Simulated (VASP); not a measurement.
Input of a VASP 6.6.1 run:

File INCAR:

```
SYSTEM = V
ALGO = Fast ; EDIFF = 1E-7
ENCUT = 520 ; GGA = PE
ISIF = 2 ; ISMEAR = 0
ISPIN = 2 ; LASPH = .True.
LCHARG = .False. ; LMAXMIX = 4
LORBIT = 11 ; LREAL = .False.
LWAVE = .False. ; MAGMOM = 1 -1
NBANDS = 24 ; NELM = 150
PREC = Accurate ; SIGMA = 0.05
```

File KPOINTS:

```
k-points
0
Gamma
  20 20 10
  0 0 0
```

File POSCAR:

```
V
1.0
    0.0000000000      2.9967922076      0.0000000000
    2.9967922076      0.0000000000      0.0000000000
    2.9967922076      2.9967922076     -2.9967922076
V
2
Direct
    0.0000000000      0.0000000000      0.0000000000
    0.0000000000      0.0000000000      0.5000000000
```

Potentials or basis: VASP PAW PBE potentials, release 64 (V_sv).

Launch:

```bash
$ cat potpaw_PBE.64/V_sv/POTCAR > POTCAR
$ mpirun -np 1 vasp_std > vasp.out
```

(1) Predict the band gap on the k mesh.

(2) What does it give for the pressure?

Answers

(1) zero (filled and empty bands overlap).

(2) 0.2 GPa.

Caveat: the moments typed at the start vanished in this run.
